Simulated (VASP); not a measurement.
# WC (P-6m2) in VASP: vibrations by perturbation theory with PBE

Aim: the vibrations by perturbation theory of WC with PBE.

Program: VASP 6.6.1. These are calculated values, not measurements. Logs are shortened: lines on timing, memory, paths and dates and some standing lists are left out, and cuts for length are marked.

### Step 1. The cell of the first run

The structure is hexagonal, space group P-6m2 (No. 187). The conventional cell has a = 2.922 Å, b = 2.922 Å, c = 2.846 Å, α = 90.00°, β = 90.00°, γ = 120.00°. Within 2.9 Å of W (site symmetry -6m2) lie 6 C at 2.21 Å and 2 W at 2.85 Å. Within 2.9 Å of C (site symmetry -6m2) lie 6 W at 2.21 Å and 2 C at 2.85 Å.

### Step 2. Vibrations by perturbation theory, PBE

INCAR reads:

```
SYSTEM = WC
PREC = Accurate
ENCUT = 520
EDIFF = 1E-8
ISMEAR = 0
SIGMA = 0.1
LREAL = .FALSE.
LASPH = .TRUE.
NELM = 80
ALGO = Normal
ISIF = 2
LWAVE = .FALSE.
LCHARG = .FALSE.
GGA = PE
NBANDS = 16
IBRION = 8
NSW = 1
```

KPOINTS reads:

```
regular mesh
0
G
  15 15 15
  0 0 0
```

POSCAR reads:

```
WC
1.0
    2.9220901591      0.0000000000      0.0000000000
   -1.4610450796      2.5306043100      0.0000000000
    0.0000000000      0.0000000000      2.8461980027
W C
1 1
Direct
    0.0000000000      0.0000000000      0.0000000000
    0.3333333333      0.6666666667      0.5000000000
```

Potentials or basis: VASP PAW PBE potentials, release 64 (W_sv, C).

On the command line:

```console
$ cat potpaw_PBE.64/W_sv/POTCAR potpaw_PBE.64/C/POTCAR > POTCAR
$ mpirun -np 1 vasp_std > vasp.out
```

OUTCAR:

```text
SYSTEM = WC
   PREC = Accurate
   ENCUT = 520
   EDIFF = 1E-8
   ISMEAR = 0
   LREAL = .FALSE.
   LASPH = .TRUE.
   NELM = 80
   ISIF = 2
   GGA = PE
   IBRION = 8
   NSW = 1

 ion  position               nearest neighbor table
   1  0.000  0.000  0.000-   2 2.21   2 2.21   2 2.21   2 2.21   2 2.21   2 2.21
   2  0.333  0.667  0.500-   1 2.21   1 2.21   1 2.21   1 2.21   1 2.21   1 2.21

  LATTYP: Found a hexagonal cell.
 ALAT       =     2.9220901591
 C/A-ratio  =     0.9740281264

  Lattice vectors:

 A1 = (   2.9220901591,   0.0000000000,   0.0000000000)
 A2 = (  -1.4610450796,   2.5306043100,   0.0000000000)
 A3 = (   0.0000000000,   0.0000000000,   2.8461980027)

Analysis of symmetry for initial positions (statically):
=====================================================================
 Subroutine PRICEL returns:
 Original cell was already a primitive cell.

 Routine SETGRP: Setting up the symmetry group for a
 hexagonal supercell.

 Subroutine GETGRP returns: Found 12 space group operations
 (whereof 12 operations were pure point group operations)
 out of a pool of 24 trial point group operations.

The static configuration has the point symmetry D_3h.

Analysis of symmetry for dynamics (positions and initial velocities):
=====================================================================
 Subroutine PRICEL returns:
 Original cell was already a primitive cell.

 Routine SETGRP: Setting up the symmetry group for a
 hexagonal supercell.

 Subroutine GETGRP returns: Found 12 space group operations
 (whereof 12 operations were pure point group operations)
 out of a pool of 24 trial point group operations.

The dynamic configuration has the point symmetry D_3h.

 Subroutine INISYM returns: Found 12 space group operations
 (whereof 12 operations are pure point group operations),
 and found     1 'primitive' translations

----------------------------------------------------------------------------------------

                                     Primitive cell

  volume of cell :      21.0466

  direct lattice vectors                    reciprocal lattice vectors
     2.922090159  0.000000000  0.000000000     0.342220789  0.197581265  0.000000000
    -1.461045080  2.530604310  0.000000000     0.000000000  0.395162529  0.000000000
     0.000000000  0.000000000  2.846198003     0.000000000  0.000000000  0.351345900

  length of vectors
     2.922090159  2.922090159  2.846198003     0.395162529  0.395162529  0.351345900

  position of ions in fractional coordinates (direct lattice)
     0.000000000  0.000000000  0.000000000
     0.333333333  0.666666667  0.500000000

  ion indices of the primitive-cell ions
   primitive index   ion index
                 1           1
                 2           2

----------------------------------------------------------------------------------------

 KPOINTS: regular mesh

Automatic generation of k-mesh.
 Grid dimensions read from file:
 generate k-points for:   15   15   15

 Generating k-lattice:

  Cartesian coordinates                     Fractional coordinates (reciprocal lattice)
     0.022814719  0.013172084  0.000000000     0.066666667  0.000000000  0.000000000
     0.000000000  0.026344169  0.000000000     0.000000000  0.066666667  0.000000000
     0.000000000  0.000000000  0.023423060     0.000000000  0.000000000  0.066666667

  Length of vectors
     0.026344169  0.026344169  0.023423060

  Shift w.r.t. Gamma in fractional coordinates (k-lattice)
     0.000000000  0.000000000  0.000000000

 Subroutine IBZKPT returns following result:
 ===========================================
[... 74 lines left out ...]
   LHFCALC =     F    Hartree Fock is set to
   AEXX    =    0.0000 exact exchange contribution
   IVDW    =     0    specifies the selected vdW correction
   LEPSILON=     F    determine dielectric tensor
   LRPA    =     F    only Hartree local field effects (RPA)
 non-spin polarized calculation
 Gauss-broadening in eV      SIGMA  =   0.10
  energy-cutoff  :      520.00
  volume of cell :       21.05
 maximum number of plane-waves:       587
 NGX is ok and might be reduce to    24
   NGX = 11   NGY = 11   NGZ = 11

--------------------------------------- Ionic step        1  -------------------------------------------

 number of electron      18.0000000 magnetization

 Free energy of the ion-electron system (eV)
  ---------------------------------------------------
  ext. energy  EPLUGINS =         0.00000000
  ---------------------------------------------------
  free energy    TOTEN  =       -22.44967897 eV

  energy without entropy =      -22.44794902  energy(sigma->0) =      -22.44881399

 E-fermi :  10.8527     XC(G=0): -13.7208

 val. band max:       10.8305938729   @ k =   0.4667   0.0667   0.4000
 cond. band min:      10.8692850320   @ k =   0.3333   0.3333   0.0667
 fundamental gap:      0.0386911591
 Fermi energy:        10.8527287165

 k-point     1 :       0.0000    0.0000    0.0000
  band No.  band energies     occupation
      1     -63.1531      2.00000
      2     -27.1283      2.00000
      3     -27.0402      2.00000
      4     -27.0402      2.00000
      5      -3.4638      2.00000
      6       6.6493      2.00000
[... 433 lines left out ...]
      3     -27.3905      2.00000
      4     -27.0157      2.00000
      5       0.2763      2.00000
      6       4.1676      2.00000
[... 8 lines left out ...]
     15      25.0953      0.00000
     16      27.9476      0.00000

 [... further k-points ...]

------------------------ aborting loop because EDIFF is reached ----------------------------------------

  FORCE on cell =-STRESS in cart. coord.  units (eV):
  Direction    XX          YY          ZZ          XY          YZ          ZX
  --------------------------------------------------------------------------------------
  -------------------------------------------------------------------------------------
  Total        0.1263391      0.1263391      0.1669209     -0.0000000     -0.0000000     -0.0000000
  in kB        9.6175689      9.6175689     12.7068656     -0.0000000     -0.0000000     -0.0000000
  external PRESSURE =      10.6473345 kB  Pullay stress =       0.0000000 kB

 VOLUME and BASIS-vectors are now :
 -----------------------------------------------------------------------------
  energy-cutoff  :      520.00
  volume of cell :       21.05
      direct lattice vectors                 reciprocal lattice vectors
     2.922090159  0.000000000  0.000000000     0.342220789  0.197581265  0.000000000
    -1.461045080  2.530604310  0.000000000     0.000000000  0.395162529  0.000000000
     0.000000000  0.000000000  2.846198003     0.000000000  0.000000000  0.351345900

 POSITION                                       TOTAL-FORCE (eV/Angst)
 -----------------------------------------------------------------------------------
      0.00000      0.00000      0.00000         0.000000      0.000000      0.000000
     -0.00000      1.68707      1.42310        -0.000000      0.000000      0.000000
 -----------------------------------------------------------------------------------
    total drift:                               -0.000000      0.000000     -0.000000

  FREE ENERGIE OF THE ION-ELECTRON SYSTEM (eV)
  ---------------------------------------------------
  free  energy   TOTEN  =       -22.4496789710 eV

  energy  without entropy=      -22.4479490165  energy(sigma->0) =      -22.44881399

[... ionic steps 2 to 3 ...]

--------------------------------------- Ionic step        4  -------------------------------------------

------------------------ aborting loop because EDIFF is reached ----------------------------------------
[... 11 lines left out ...]
[... ionic steps 8 to 8 ...]

--------------------------------------- Ionic step        9  -------------------------------------------

 Free energy of the ion-electron system (eV)
  ---------------------------------------------------
  ---------------------------------------------------
  free energy    TOTEN  =        -0.12188222 eV

  energy without entropy =       -0.12188222

------------------------ aborting loop because EDIFF is reached ----------------------------------------

 INTERNAL STRAIN TENSOR  FOR ION    2  DIRECTION 3   (eV/Angst):
 -----------------------------------------------------------------------------
     0.01649 -0.00000  0.00000
     0.00000  0.01649  0.00000
     0.00000  0.00000 -0.02613

 INTERNAL STRAIN TENSOR FOR ION    2 for displacements in x,y,z  (eV/Angst):
          X           Y           Z          XY          YZ          ZX
  --------------------------------------------------------------------------------
  x    -0.00000     0.00000     0.00000     5.18733     0.00000     0.00000
  y     5.18733    -5.18733     0.00000     0.00000     0.00000     0.00000
  z     0.00000     0.00000     0.00000     0.00000     0.00000     0.00000

 SECOND DERIVATIVES (NOT SYMMETRIZED)
 ------------------------------------
               1X          1Y          1Z          2X          2Y          2Z
  1X   -15.053111    0.000000    0.000000   15.053111   -0.000000    0.000000
  1Y     0.000000  -15.053111    0.000000   -0.000000   15.053111    0.000000
  1Z     0.000000    0.000000  -13.354048   -0.000000    0.000000   13.354048
  2X    15.055066   -0.000000    0.000000  -15.055066    0.000000    0.000000
  2Y    -0.000000   15.055066    0.000000    0.000000  -15.055066    0.000000
  2Z     0.000000    0.000000   13.357198    0.000000   -0.000000  -13.357198

 Eigenvectors and eigenvalues of the dynamical matrix
 ----------------------------------------------------

   1 f  =   18.065206 THz   113.507035 2PiTHz  602.590399 cm-1    74.711654 meV
             X         Y         Z           dx          dy          dz
      0.000000  0.000000  0.000000     0.074866   -0.236033   -0.000000
     -0.000000  1.687070  1.423099    -0.292924    0.923515   -0.000000
[... 21 lines left out ...]
   6 f/i=    0.000481 THz     0.003024 2PiTHz    0.016055 cm-1     0.001991 meV
             X         Y         Z           dx          dy          dz
      0.000000  0.000000  0.000000     0.000000   -0.000000   -0.968860
     -0.000000  1.687070  1.423099     0.000000   -0.000000   -0.247610

--------------------------------------------------------------------------------------------------------

 ELASTIC MODULI CONTR FROM IONIC RELAXATION (kBar)
 Direction    XX          YY          ZZ          XY          YZ          ZX
 --------------------------------------------------------------------------------
 XX        -108.0911    108.0911      0.0000      0.0000      0.0000     -0.0000
 YY         108.0911   -108.0911     -0.0000      0.0000      0.0000      0.0000
 ZZ           0.0000     -0.0000     -0.0000     -0.0000      0.0000     -0.0000
 XY           0.0000      0.0000     -0.0000   -108.0911      0.0000     -0.0000
 YZ           0.0000      0.0000      0.0000      0.0000      0.0000      0.0000
 ZX          -0.0000      0.0000     -0.0000     -0.0000      0.0000     -0.0000
 --------------------------------------------------------------------------------
```

Run time: 36 min. Hardware: 1 thread of AMD EPYC 7R13, shared host; peak memory 0.66 GiB.

Results:

- Highest phonon frequency at Γ, LO-TO splitting left out: 603 cm⁻¹

Phonon frequencies in cm⁻¹ (negative: imaginary):
```tsv
q point	frequencies
(0.000, 0.000, 0.000)	0 0 0 568 603 603
```

Caveat: the cell wasn't relaxed at this level first, which shifts response properties; spin-orbit coupling is left out, which moves the levels of the heavy elements.
